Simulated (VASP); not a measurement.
# Ba (Pm-3m) in VASP: further runs

Ba is run at these levels: RPBE; tasks: single point.

Program: VASP 6.6.1. These are calculated values, not measurements. Logs are shortened: lines on timing, memory, paths and dates and some standing lists are left out, and cuts for length are marked.

## Step 1: The cell of the first run

It takes space group Pm-3m (No. 221, cubic). The conventional cell has a = 3.902 Å, b = 3.902 Å, c = 3.902 Å, α = 90.00°, β = 90.00°, γ = 90.00°. Within 5.1 Å of Ba (site symmetry m-3m) lie 6 Ba at 3.90 Å.

## Step 2: Single point, RPBE (volume scaled by 0.88)

INCAR reads:

```
SYSTEM = Ba
PREC     = Accurate       ! precision mode
ENCUT    = 520            ! plane-wave cutoff, eV
EDIFF    = 1E-6           ! SCF threshold, eV
ISMEAR   = -1             ! smearing method
SIGMA    = 0.1            ! smearing width, eV
LREAL    = .False.        ! projectors in reciprocal space
LASPH    = .True.         ! aspherical terms in the spheres
NELM     = 80             ! most SCF steps
ALGO     = Normal         ! electronic algorithm
ISIF     = 2              ! what is computed and relaxed
LWAVE    = .False.        ! write WAVECAR
LCHARG   = .False.        ! write CHGCAR
GGA      = RP             ! functional
NBANDS   = 11             ! bands
```

KPOINTS reads:

```
regular mesh
0
Gamma
  9 9 9
  0 0 0
```

POSCAR reads:

```
Ba
1.0
    3.9017743406      0.0000000000      0.0000000000
    0.0000000000      3.9017743406      0.0000000000
    0.0000000000      0.0000000000      3.9017743406
Ba
1
Direct
    0.0000000000      0.0000000000      0.0000000000
```

Potentials or basis: VASP PAW PBE potentials, release 64 (Ba_sv).

Started as:

```
$ cat potpaw_PBE.64/Ba_sv/POTCAR > POTCAR
$ mpirun -np 1 vasp_std > vasp.out
```

OUTCAR:

```text
SYSTEM = Ba
   PREC = Accurate
   ENCUT = 520
   EDIFF = 1E-6
   ISMEAR = -1
   LREAL = .False.
   LASPH = .True.
   NELM = 80
   ISIF = 2
   GGA = RP

 ion  position               nearest neighbor table
   1  0.000  0.000  0.000-

  LATTYP: Found a simple cubic cell.
 ALAT       =     3.9017743406

  Lattice vectors:

 A1 = (   3.9017743406,   0.0000000000,   0.0000000000)
 A2 = (   0.0000000000,   3.9017743406,   0.0000000000)
 A3 = (   0.0000000000,   0.0000000000,   3.9017743406)

Analysis of symmetry for initial positions (statically):
=====================================================================
 Subroutine PRICEL returns:
 Original cell was already a primitive cell.

 Routine SETGRP: Setting up the symmetry group for a
 simple cubic supercell.

 Subroutine GETGRP returns: Found 48 space group operations
 (whereof 48 operations were pure point group operations)
 out of a pool of 48 trial point group operations.

The static configuration has the point symmetry O_h .

Analysis of symmetry for dynamics (positions and initial velocities):
=====================================================================
 Subroutine PRICEL returns:
 Original cell was already a primitive cell.

 Routine SETGRP: Setting up the symmetry group for a
 simple cubic supercell.

 Subroutine GETGRP returns: Found 48 space group operations
 (whereof 48 operations were pure point group operations)
 out of a pool of 48 trial point group operations.

The dynamic configuration has the point symmetry O_h .

 Subroutine INISYM returns: Found 48 space group operations
 (whereof 48 operations are pure point group operations),
 and found     1 'primitive' translations

----------------------------------------------------------------------------------------

                                     Primitive cell

  volume of cell :      59.4000

  direct lattice vectors                    reciprocal lattice vectors
     3.901774341  0.000000000  0.000000000     0.256293653  0.000000000  0.000000000
     0.000000000  3.901774341  0.000000000     0.000000000  0.256293653  0.000000000
     0.000000000  0.000000000  3.901774341     0.000000000  0.000000000  0.256293653

  length of vectors
     3.901774341  3.901774341  3.901774341     0.256293653  0.256293653  0.256293653

  position of ions in fractional coordinates (direct lattice)
     0.000000000  0.000000000  0.000000000

[... 74 lines left out ...]
   NELM   =     80;   NELMIN=  2; NELMDL= -5     # of ELM steps
   EDIFF  = 0.1E-05   stopping-criterion for ELM
   LREAL  =      F    real-space projection
   EDIFFG = 0.1E-04   stopping-criterion for IOM
   NSW    =      0    number of steps for IOM
   IBRION =     -1    ionic relax: 0-MD 1-quasi-New 2-CG
   NFREE  =      0    steps in history (QN), initial steepest desc. (CG)
   ISIF   =      2    stress and relaxation
   ISYM   =      2    0-nonsym 1-usesym 2-fastsym
   POTIM  = 0.5000    time-step for ionic-motion
   TEBEG  =    0.0;   TEEND  =   0.0 temperature during run
   PSTRESS=    0.0 pullay stress
   NELECT =      10.0000    total number of electrons
   NUPDOWN=      -1.0000    fix difference up-down
   EMIN   =  10.00;   EMAX   =-10.00  energy-range for DOS
   EFERMI =   0.00;   METHOD = LEGACY
   ISMEAR =    -1;   SIGMA  =   0.10  broadening in eV -4-tet -1-fermi 0-gaus
   EFERMI_NEDOS =   21; number of points for ismear=-14 and -15
   IALGO  =     38    algorithm
   IMIX   =      4    mixing-type and parameters
     AMIX     =   0.40;   BMIX     =  1.00
     AMIX_MAG =   1.60;   BMIX_MAG =  1.00
  volume/ion in A,a.u.               =      59.40       400.85
  Fermi-wavevector in a.u.,A,eV,Ry     =   0.903953  1.708224 11.117751  0.817132
  Thomas-Fermi vector in A             =   2.027341
   LORBIT       =      0    0 simple, 1 ext, 2 COOP (PROOUT), +10 PAW based schemes
   GGA     = RP    functional components
   LHFCALC =     F    Hartree Fock is set to
   AEXX    =    0.0000 exact exchange contribution
   IVDW    =     0    specifies the selected vdW correction
   LEPSILON=     F    determine dielectric tensor
   LRPA    =     F    only Hartree local field effects (RPA)
 non-spin polarized calculation
  energy-cutoff  :      520.00
  volume of cell :       59.40
 maximum number of plane-waves:      1616
 NGX is ok and might be reduce to    30
   NGX = 15   NGY = 15   NGZ = 15

 number of electron      10.0000002 magnetization

 Free energy of the ion-electron system (eV)
  ---------------------------------------------------
  ext. energy  EPLUGINS =         0.00000000
  ---------------------------------------------------
  free energy    TOTEN  =        -1.35857989 eV

  energy without entropy =       -1.32765774  energy(sigma->0) =       -1.34311881

 E-fermi :   1.8981     XC(G=0):  -7.4699

 val. band max:        1.7765819359   @ k =   0.4444   0.4444   0.4444
 cond. band min:       1.9162375569   @ k =   0.4444   0.4444   0.4444
 fundamental gap:      0.1396556211
 Fermi energy:         1.8980975314

 k-point     1 :       0.0000    0.0000    0.0000
  band No.  band energies     occupation
      1     -27.2809      2.00000
      2     -12.1008      2.00000
      3     -12.1008      2.00000
      4     -12.1008      2.00000
      5      -0.6751      2.00000
      6       1.9620      0.69079
      7       1.9620      0.69079
      8       6.9025      0.00000
      9       6.9025      0.00000
     10       6.9025      0.00000
     11       9.7044      0.00000
[... 309 lines left out ...]
 k-point    24 :       0.4444    0.3333    0.1111
  band No.  band energies     occupation
      1     -27.1597      2.00000
      2     -12.7523      2.00000
      3     -12.5777      2.00000
      4     -12.0673      2.00000
      5       1.2775      1.99597
      6       2.6811      0.00080
      7       3.9169      0.00000
      8       4.2059      0.00000
      9       5.4984      0.00000
     10       6.1575      0.00000
     11       8.7390      0.00000

 [... further k-points ...]
[... 5 lines left out ...]
  --------------------------------------------------------------------------------------
  -------------------------------------------------------------------------------------
  Total        0.4250988      0.4250988      0.4250988     -0.0000000      0.0000000     -0.0000000
  in kB       11.4660542     11.4660542     11.4660542     -0.0000000      0.0000000     -0.0000000
  external PRESSURE =      11.4660542 kB  Pullay stress =       0.0000000 kB

 VOLUME and BASIS-vectors are now :
 -----------------------------------------------------------------------------
  energy-cutoff  :      520.00
  volume of cell :       59.40
      direct lattice vectors                 reciprocal lattice vectors
     3.901774341  0.000000000  0.000000000     0.256293653  0.000000000  0.000000000
     0.000000000  3.901774341  0.000000000     0.000000000  0.256293653  0.000000000
     0.000000000  0.000000000  3.901774341     0.000000000  0.000000000  0.256293653

 POSITION                                       TOTAL-FORCE (eV/Angst)
 -----------------------------------------------------------------------------------
      0.00000      0.00000      0.00000         0.000000      0.000000      0.000000
 -----------------------------------------------------------------------------------
    total drift:                               -0.000000     -0.000000     -0.000000

  FREE ENERGIE OF THE ION-ELECTRON SYSTEM (eV)
  ---------------------------------------------------
  free  energy   TOTEN  =        -1.3585798937 eV

  energy  without entropy=       -1.3276577355  energy(sigma->0) =       -1.34311881
```

It took 24 s on 1 thread of AMD EPYC 7R13, shared host; peak memory 0.15 GiB.

Results:

```yaml
Free_energy: -1.3586 eV
Pressure: 1.1 GPa
Band_gap_on_the_k_mesh: 0.14 eV, direct
```

Caveat: the PAW data sets were made with another functional, which shifts forces and pressure a little; spin-orbit coupling is left out, which moves the levels of the heavy elements.

## Step 3: Single point, RPBE (volume scaled by 0.92)

INCAR reads:

```
SYSTEM = Ba
PREC     = Accurate       ! precision mode
ENCUT    = 520            ! plane-wave cutoff, eV
EDIFF    = 1E-7           ! SCF threshold, eV
ISMEAR   = -1             ! smearing method
SIGMA    = 0.1            ! smearing width, eV
LREAL    = .FALSE.        ! projectors in reciprocal space
LASPH    = .TRUE.         ! aspherical terms in the spheres
NELM     = 80             ! most SCF steps
ALGO     = Normal         ! electronic algorithm
ISIF     = 2              ! what is computed and relaxed
LWAVE    = .FALSE.        ! write WAVECAR
LCHARG   = .FALSE.        ! write CHGCAR
GGA      = RP             ! functional
NBANDS   = 11             ! bands
```

KPOINTS reads:

```
Automatic mesh
0
G
  9 9 9
  0 0 0
```

POSCAR reads:

```
Ba
1.0
    3.9600183654      0.0000000000      0.0000000000
    0.0000000000      3.9600183654      0.0000000000
    0.0000000000      0.0000000000      3.9600183654
Ba
1
Direct
    0.0000000000      0.0000000000      0.0000000000
```

Potentials or basis: VASP PAW PBE potentials, release 64 (Ba_sv).

Started as:

```
$ cat potpaw_PBE.64/Ba_sv/POTCAR > POTCAR
$ mpirun -np 1 vasp_std > vasp.out
```

Run time: 30 s. Hardware: 1 thread of AMD EPYC 7R13, shared host; peak memory 0.15 GiB.

The run converged. Its results:

```yaml
Free_energy: -1.3743 eV
Pressure: 0.7 GPa
Band_gap_on_the_k_mesh: 0.14 eV, direct
```

Levels at points of the mesh, in eV from the valence-band top:
```
           k point  band 1  band 2  band 3  band 4  band 5  band 6  band 7  band 8  band 9  band 10
(0.00, 0.00, 0.00)  -29.15  -14.01  -14.01  -14.01   -2.48    0.17    0.17    4.88    4.88     4.88
```

Caveat: the PAW data sets were made with another functional, which shifts forces and pressure a little; spin-orbit coupling is left out, which moves the levels of the heavy elements. A k mesh can miss the band edges.

## Step 4: Single point, RPBE (volume scaled by 0.96)

INCAR reads:

```
ALGO     = Normal         # electronic algorithm
EDIFF    = 1E-6           # SCF threshold, eV
ENCUT    = 520            # plane-wave cutoff, eV
GGA      = RP             # functional
ISIF     = 2              # what is computed and relaxed
ISMEAR   = -1             # smearing method
LASPH    = T              # aspherical terms in the spheres
LCHARG   = F              # write CHGCAR
LREAL    = F              # projectors in reciprocal space
LWAVE    = F              # write WAVECAR
NBANDS   = 11             # bands
NELM     = 100            # most SCF steps
PREC     = Accurate       # precision mode
SIGMA    = 0.1            # smearing width, eV
```

KPOINTS reads:

```
k-points
0
Gamma
  9 9 9
```

POSCAR reads:

```
Ba
1.0
    4.0165977005      0.0000000000      0.0000000000
    0.0000000000      4.0165977005      0.0000000000
    0.0000000000      0.0000000000      4.0165977005
Ba
1
Direct
    0.0000000000      0.0000000000      0.0000000000
```

Started as:

```
$ cat potpaw_PBE.64/Ba_sv/POTCAR > POTCAR
$ mpirun -np 1 vasp_std > vasp.out
```

It took 26 s on 1 thread of AMD EPYC 7R13, shared host; peak memory 0.15 GiB.

It converged, with:

| Item | Value |
| --- | --- |
| Free energy | -1.3836 eV |
| Pressure | 0.4 GPa |
| Band gap on the k mesh | 0.13 eV, direct |

Levels at points of the mesh, in eV from the valence-band top:
```
           k point  band 2  band 3  band 4  band 5  band 6  band 7  band 8  band 9
(0.00, 0.00, 0.00)  -14.13  -14.13  -14.13   -2.51    0.16    0.16    4.65    4.65
```

Caveat: the PAW data sets were made with another functional, which shifts forces and pressure a little; spin-orbit coupling is left out, which moves the levels of the heavy elements. A k mesh can miss the band edges.

## Step 5: Summary

| cell | gap on the mesh (eV) | pressure (GPa) |
| --- | --- | --- |
| a = 3.902 Å, 1 atom | 0.14 | 1.1 |
| a = 3.960 Å, 1 atom | 0.14 | 0.7 |
| a = 4.017 Å, 1 atom | 0.13 | 0.4 |

Alike in all rows: task single point; level RPBE; potentials or basis VASP PAW PBE potentials, release 64 (Ba_sv); no spin polarisation; k mesh 9 × 9 × 9; cutoff (eV) 520; smearing fermi-dirac 0.1 eV.

Caveats: the PAW data sets were made with another functional, which shifts forces and pressure a little; spin-orbit coupling is left out, which moves the levels of the heavy elements.

Absolute energies hang on the potentials; compare differences alone.
